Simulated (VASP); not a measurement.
# Na (Fm-3m) in VASP: notebook

Na is run at these levels: PBEsol; tasks: single point.

Program: VASP 6.6.1. These are calculated values, not measurements. Logs are shortened: lines on timing, memory, paths and dates and some standing lists are left out, and cuts for length are marked.

### 1 The cell of the first run

Symmetry: Fm-3m, No. 225, cubic system. Conventional cell: a = 5.396 Å, b = 5.396 Å, c = 5.396 Å, α = 90.00°, β = 90.00°, γ = 90.00°. Within 5.0 Å of Na (site symmetry m-3m) lie 12 Na at 3.82 Å.

### 2 Single point, PBEsol (volume scaled by 1.08)

INCAR reads:

```
ALGO     = Normal         # electronic algorithm
EDIFF    = 1E-7           # SCF threshold, eV
ENCUT    = 520            # plane-wave cutoff, eV
GGA      = PS             # functional
ISIF     = 2              # what is computed and relaxed
ISMEAR   = -1             # smearing method
LASPH    = T              # aspherical terms in the spheres
LCHARG   = F              # write CHGCAR
LREAL    = F              # projectors in reciprocal space
LWAVE    = F              # write WAVECAR
NBANDS   = 10             # bands
NELM     = 60             # most SCF steps
PREC     = Accurate       # precision mode
SIGMA    = 0.1            # smearing width, eV
```

KPOINTS reads:

```
k-points
0
Gamma
  12 12 12
```

POSCAR reads:

```
Na
1.0
    0.0000000000      2.6978715319      2.6978715319
    2.6978715319      0.0000000000      2.6978715319
    2.6978715319      2.6978715319      0.0000000000
Na
1
Direct
    0.0000000000      0.0000000000      0.0000000000
```

Potentials or basis: VASP PAW PBE potentials, release 64 (Na_pv).

Launch:

```console
cat potpaw_PBE.64/Na_pv/POTCAR > POTCAR
mpirun -np 1 vasp_std > vasp.out
```

OUTCAR:

```text
EDIFF = 1E-7
   ENCUT = 520
   GGA = PS
   ISIF = 2
   ISMEAR = -1
   LASPH = T
   LREAL = F
   NELM = 60
   PREC = Accurate

 ion  position               nearest neighbor table
   1  0.000  0.000  0.000-

  LATTYP: Found a face centered cubic cell.
 ALAT       =     5.3957430638

  Lattice vectors:

 A1 = (   0.0000000000,   2.6978715319,   2.6978715319)
 A2 = (   2.6978715319,   0.0000000000,   2.6978715319)
 A3 = (   2.6978715319,   2.6978715319,   0.0000000000)

Analysis of symmetry for initial positions (statically):
=====================================================================
 Subroutine PRICEL returns:
 Original cell was already a primitive cell.

 Routine SETGRP: Setting up the symmetry group for a
 face centered cubic supercell.

 Subroutine GETGRP returns: Found 48 space group operations
 (whereof 48 operations were pure point group operations)
 out of a pool of 48 trial point group operations.

The static configuration has the point symmetry O_h .

Analysis of symmetry for dynamics (positions and initial velocities):
=====================================================================
 Subroutine PRICEL returns:
 Original cell was already a primitive cell.

 Routine SETGRP: Setting up the symmetry group for a
 face centered cubic supercell.

 Subroutine GETGRP returns: Found 48 space group operations
 (whereof 48 operations were pure point group operations)
 out of a pool of 48 trial point group operations.

The dynamic configuration has the point symmetry O_h .

 Subroutine INISYM returns: Found 48 space group operations
 (whereof 48 operations are pure point group operations),
 and found     1 'primitive' translations

----------------------------------------------------------------------------------------

                                     Primitive cell

  volume of cell :      39.2730

  direct lattice vectors                    reciprocal lattice vectors
     0.000000000  2.697871532  2.697871532    -0.185331286  0.185331286  0.185331286
     2.697871532  0.000000000  2.697871532     0.185331286 -0.185331286  0.185331286
     2.697871532  2.697871532  0.000000000     0.185331286  0.185331286 -0.185331286

  length of vectors
     3.815366510  3.815366510  3.815366510     0.321003203  0.321003203  0.321003203

  position of ions in fractional coordinates (direct lattice)
     0.000000000  0.000000000  0.000000000

  ion indices of the primitive-cell ions
   primitive index   ion index
                 1           1

----------------------------------------------------------------------------------------

 KPOINTS: k-points

Automatic generation of k-mesh.
 Grid dimensions read from file:
 generate k-points for:   12   12   12

 Generating k-lattice:

  Cartesian coordinates                     Fractional coordinates (reciprocal lattice)
    -0.015444274  0.015444274  0.015444274     0.083333333  0.000000000  0.000000000
     0.015444274 -0.015444274  0.015444274     0.000000000  0.083333333  0.000000000
     0.015444274  0.015444274 -0.015444274     0.000000000  0.000000000  0.083333333

  Length of vectors
     0.026750267  0.026750267  0.026750267

  Shift w.r.t. Gamma in fractional coordinates (k-lattice)
     0.000000000  0.000000000  0.000000000

 Subroutine IBZKPT returns following result:
 ===========================================

 Found     72 irreducible k-points:

 Following reciprocal coordinates:
            Coordinates               Weight
  0.000000  0.000000  0.000000      1.000000
  0.083333  0.000000  0.000000      8.000000
  0.166667  0.000000  0.000000      8.000000
  0.250000  0.000000  0.000000      8.000000
  0.333333  0.000000  0.000000      8.000000
  0.416667  0.000000  0.000000      8.000000
[... 16 lines left out ...]
  0.500000  0.166667  0.000000     24.000000
 -0.416667  0.166667  0.000000     24.000000
 [... further k-points ...]
   k-points           NKPTS =     72   k-points in BZ     NKDIM =     72   number of bands    NBANDS=     10
   number of dos      NEDOS =    301   number of ions     NIONS =      1
   total plane-waves  NPLWV =  21952
   dimension x,y,z NGX =    28 NGY =   28 NGZ =   28
   dimension x,y,z NGXF=    56 NGYF=   56 NGZF=   56
   ions per type =               1
   NGX,Y,Z   is equivalent  to a cutoff of  12.20, 12.20, 12.20 a.u.
   NGXF,Y,Z  is equivalent  to a cutoff of  24.40, 24.40, 24.40 a.u.
 SYSTEM =  unknown system
   PREC   = accura    normal or accurate (medium, high low for compatibility)
   ISTART =      0    job   : 0-new  1-cont  2-samecut
   ICHARG =      2    charge: 1-file 2-atom 10-const
   ISPIN  =      1    spin polarized calculation?
   LNONCOLLINEAR =      F non collinear calculations
   LSORBIT =      F    spin-orbit coupling
   LASPH  =      T    aspherical Exc in radial PAW
   ENCUT  =  520.0 eV  38.22 Ry    6.18 a.u.   7.09  7.09  7.09*2*pi/ulx,y,z
   NELM   =     60;   NELMIN=  2; NELMDL= -5     # of ELM steps
   EDIFF  = 0.1E-06   stopping-criterion for ELM
   LREAL  =      F    real-space projection
   EDIFFG = 0.1E-05   stopping-criterion for IOM
   NSW    =      0    number of steps for IOM
   IBRION =     -1    ionic relax: 0-MD 1-quasi-New 2-CG
   NFREE  =      0    steps in history (QN), initial steepest desc. (CG)
   ISIF   =      2    stress and relaxation
   ISYM   =      2    0-nonsym 1-usesym 2-fastsym
   POTIM  = 0.5000    time-step for ionic-motion
   TEBEG  =    0.0;   TEEND  =   0.0 temperature during run
   PSTRESS=    0.0 pullay stress
   NELECT =       7.0000    total number of electrons
   NUPDOWN=      -1.0000    fix difference up-down
   EMIN   =  10.00;   EMAX   =-10.00  energy-range for DOS
   EFERMI =   0.00;   METHOD = LEGACY
   ISMEAR =    -1;   SIGMA  =   0.10  broadening in eV -4-tet -1-fermi 0-gaus
   EFERMI_NEDOS =   21; number of points for ismear=-14 and -15
   IALGO  =     38    algorithm
   IMIX   =      4    mixing-type and parameters
     AMIX     =   0.40;   BMIX     =  1.00
     AMIX_MAG =   1.60;   BMIX_MAG =  1.00
  volume/ion in A,a.u.               =      39.27       265.03
  Fermi-wavevector in a.u.,A,eV,Ry     =   0.921318  1.741039 11.548992  0.848827
  Thomas-Fermi vector in A             =   2.046721
   LORBIT       =      0    0 simple, 1 ext, 2 COOP (PROOUT), +10 PAW based schemes
   GGA     = PS    functional components
   LHFCALC =     F    Hartree Fock is set to
   AEXX    =    0.0000 exact exchange contribution
   IVDW    =     0    specifies the selected vdW correction
   LEPSILON=     F    determine dielectric tensor
   LRPA    =     F    only Hartree local field effects (RPA)
 non-spin polarized calculation
  energy-cutoff  :      520.00
  volume of cell :       39.27
 maximum number of plane-waves:      1067
   NGX = 15   NGY = 15   NGZ = 15

 number of electron       6.9999996 magnetization

 Free energy of the ion-electron system (eV)
  ---------------------------------------------------
  ext. energy  EPLUGINS =         0.00000000
  ---------------------------------------------------
  free energy    TOTEN  =        -1.40396766 eV

  energy without entropy =       -1.38864714  energy(sigma->0) =       -1.39630740

 E-fermi :   0.1255     XC(G=0):  -6.3507

 val. band max:        0.0141291559   @ k =   0.5000   0.2500   0.0833
 cond. band min:       0.1492666943   @ k =  -0.4167   0.0833   0.0000
 fundamental gap:      0.1351375383
 Fermi energy:         0.1254943206

 k-point     1 :       0.0000    0.0000    0.0000
  band No.  band energies     occupation
      1     -24.6820      2.00000
      2     -24.6820      2.00000
      3     -24.6820      2.00000
      4      -3.0114      2.00000
      5      10.8953      0.00000
      6      10.8953      0.00000
      7      10.8953      0.00000
      8      11.9432      0.00000
      9      12.3134      0.00000
     10      12.3134      0.00000

 k-point     2 :       0.0833    0.0000    0.0000
  band No.  band energies     occupation
      1     -24.6839      2.00000
      2     -24.6823      2.00000
      3     -24.6823      2.00000
      4      -2.9003      2.00000
      5       9.3182      0.00000
      6      10.6560      0.00000
      7      10.6560      0.00000
      8      11.9251      0.00000
      9      12.7334      0.00000
     10      12.7334      0.00000

 k-point     3 :       0.1667    0.0000    0.0000
  band No.  band energies     occupation
      1     -24.6892      2.00000
      2     -24.6830      2.00000
      3     -24.6830      2.00000
      4      -2.5686      2.00000
      5       7.3409      0.00000
      6      10.2911      0.00000
      7      10.2911      0.00000
      8      11.5294      0.00000
      9      13.3508      0.00000
     10      13.3509      0.00000

 k-point     4 :       0.2500    0.0000    0.0000
  band No.  band energies     occupation
      1     -24.6964      2.00000
      2     -24.6840      2.00000
      3     -24.6840      2.00000
      4      -2.0202      2.00000
      5       5.4753      0.00000
      6      10.0313      0.00000
      7      10.0313      0.00000
      8      11.2089      0.00000
      9      12.4535      0.00000
     10      12.4535      0.00000
[... 222 lines left out ...]
 k-point    22 :       0.4167    0.1667    0.0000
  band No.  band energies     occupation
      1     -24.7047      2.00000
      2     -24.6887      2.00000
      3     -24.6877      2.00000
      4      -0.5841      1.99835
      5       3.5871      0.00000
      6       7.5483      0.00000
      7       8.3239      0.00000
      8       9.1786      0.00000
      9      13.5732      0.00000
     10      13.7461      0.00000

 k-point    23 :       0.5000    0.1667    0.0000
  band No.  band energies     occupation
      1     -24.7078      2.00000
      2     -24.6902      2.00000
      3     -24.6877      2.00000
      4       0.4269      0.09359
      5       2.1399      0.00000
      6       7.0072      0.00000
      7       8.4777      0.00000
      8       9.2972      0.00000
      9      13.1493      0.00000
     10      14.0973      0.00000

 k-point    24 :      -0.4167    0.1667    0.0000
  band No.  band energies     occupation
      1     -24.7080      2.00000
      2     -24.6912      2.00000
      3     -24.6871      2.00000
      4       0.7898      0.00260
      5       1.7138      0.00000
      6       6.6239      0.00000
      7       8.8183      0.00000
      8       9.6471      0.00000
      9      12.7271      0.00000
     10      13.7438      0.00000

 [... further k-points ...]
[... 5 lines left out ...]
  --------------------------------------------------------------------------------------
  -------------------------------------------------------------------------------------
  Total       -0.1262634     -0.1262634     -0.1262634      0.0000000      0.0000000     -0.0000000
  in kB       -5.1510342     -5.1510342     -5.1510342      0.0000000      0.0000000     -0.0000000
  external PRESSURE =      -5.1510342 kB  Pullay stress =       0.0000000 kB

 VOLUME and BASIS-vectors are now :
 -----------------------------------------------------------------------------
  energy-cutoff  :      520.00
  volume of cell :       39.27
      direct lattice vectors                 reciprocal lattice vectors
     0.000000000  2.697871532  2.697871532    -0.185331286  0.185331286  0.185331286
     2.697871532  0.000000000  2.697871532     0.185331286 -0.185331286  0.185331286
     2.697871532  2.697871532  0.000000000     0.185331286  0.185331286 -0.185331286

 POSITION                                       TOTAL-FORCE (eV/Angst)
 -----------------------------------------------------------------------------------
      0.00000      0.00000      0.00000        -0.000000     -0.000000     -0.000000
 -----------------------------------------------------------------------------------
    total drift:                               -0.000000     -0.000000     -0.000000

  FREE ENERGIE OF THE ION-ELECTRON SYSTEM (eV)
  ---------------------------------------------------
  free  energy   TOTEN  =        -1.4039676562 eV

  energy  without entropy=       -1.3886471417  energy(sigma->0) =       -1.39630740
```

Wall time 14 s (1 thread of Intel Xeon Platinum 8259CL at 2.50GHz (Skylake/Cascade Lake), shared host); peak memory 0.16 GiB.

What came out:

```yaml
Free_energy: -1.4040 eV
Pressure: -0.5 GPa
```

Caveat: the cell differs from its parent crystal (volume scaled by 1.08); the PAW data sets were made with another functional, which shifts forces and pressure a little.

### 3 Single point, PBEsol (volume scaled by 1.12)

Edit INCAR of step 2 so:

```diff
@@ -7,7 +7,9 @@
 LASPH    = T              # aspherical terms in the spheres
-LCHARG   = F              # write CHGCAR
+LCHARG   = T              # write CHGCAR
+LELF     = T              # ELF
 LREAL    = F              # projectors in reciprocal space
+LVHAR    = T            
 LWAVE    = F              # write WAVECAR
 NBANDS   = 10             # bands
-NELM     = 60             # most SCF steps
+NELM     = 80             # most SCF steps
 PREC     = Accurate       # precision mode
```

KPOINTS is that of step 2.

POSCAR reads:

```
Na
1.0
    0.0000000000      2.7307756471      2.7307756471
    2.7307756471      0.0000000000      2.7307756471
    2.7307756471      2.7307756471      0.0000000000
Na
1
Direct
    0.0000000000      0.0000000000      0.0000000000
```

Potentials or basis: VASP PAW PBE potentials, release 64 (Na_pv).

Launch:

```console
cat potpaw_PBE.64/Na_pv/POTCAR > POTCAR
mpirun -np 1 vasp_std > vasp.out
```

Run time: 20 s. Hardware: 1 thread of Intel Xeon Platinum 8259CL at 2.50GHz (Skylake/Cascade Lake), shared host; peak memory 0.17 GiB.

The run converged. Its results:

```
Free energy : -1.3984 eV
Pressure    : -0.7 GPa
```

Levels at points of the mesh, in eV from the Fermi level:
```csv
k point,band 2,band 3,band 4,band 5,band 6,band 7
"(0.00, 0.00, 0.00)",-24.84,-24.84,-3.06,10.56,10.56,10.56
"(0.50, 0.00, 0.00)",-24.84,-24.84,0.56,0.90,9.65,9.65
"(0.50, 0.50, 0.00)",-24.85,-24.85,1.68,2.21,6.02,6.71
```

Caveat: the cell differs from its parent crystal (volume scaled by 1.12); the PAW data sets were made with another functional, which shifts forces and pressure a little.

### 4 Single point, PBEsol

This run uses another cell than the first one, of 36.36 Å³/atom, 0.926 times its volume.

INCAR reads:

```
SYSTEM = Na
ALGO = Normal
EDIFF = 1E-7
ENCUT = 520
GGA = PS
ISIF = 2
ISMEAR = -1
LASPH = .TRUE.
LCHARG = .FALSE.
LREAL = .FALSE.
LWAVE = .FALSE.
NBANDS = 10
NELM = 100
PREC = Accurate
SIGMA = 0.1
```

KPOINTS reads:

```
k-points
0
G
  17 17 17
  0 0 0
```

POSCAR reads:

```
Na
1.0
    0.0000000000      2.6295414049      2.6295414049
    2.6295414049      0.0000000000      2.6295414049
    2.6295414049      2.6295414049      0.0000000000
Na
1
Direct
    0.0000000000      0.0000000000      0.0000000000
```

Launch:

```console
cat potpaw_PBE.64/Na_pv/POTCAR > POTCAR
mpirun -np 1 vasp_std > vasp.out
```

Run time: 28 s. Hardware: 1 thread of Intel Xeon Platinum 8259CL at 2.50GHz (Skylake/Cascade Lake), shared host; peak memory 0.18 GiB.

Results (log left out):

| Quantity | Value |
| --- | --- |
| Free energy | -1.4074 eV |
| Pressure | 0.0 GPa |

Levels at points of the mesh, in eV from the Fermi level:
```
           k point  band 1  band 2  band 3  band 4  band 5  band 6  band 7  band 8  band 9
(0.00, 0.00, 0.00)  -24.76  -24.76  -24.76   -3.32   11.21   11.21   11.21   12.32   12.85
```

Caveat: the PAW data sets were made with another functional, which shifts forces and pressure a little.

### 5 The runs side by side

| cell | k mesh | gap on the mesh (eV) | pressure (GPa) |
| --- | --- | --- | --- |
| a = 3.815 Å, angles 60.0°, 1 atom | 12 × 12 × 12 | none | -0.5 |
| a = 3.862 Å, angles 60.0°, 1 atom | 12 × 12 × 12 | none | -0.7 |
| a = 3.719 Å, angles 60.0°, 1 atom | 17 × 17 × 17 | none | 0.0 |

Alike in all rows: task single point; level PBEsol; potentials or basis VASP PAW PBE potentials, release 64 (Na_pv); no spin polarisation; cutoff (eV) 520; smearing fermi-dirac 0.1 eV.

Caveats: the PAW data sets were made with another functional, which shifts forces and pressure a little.

Total energies depend on the potentials used, so only differences within one code and one set of settings carry meaning.
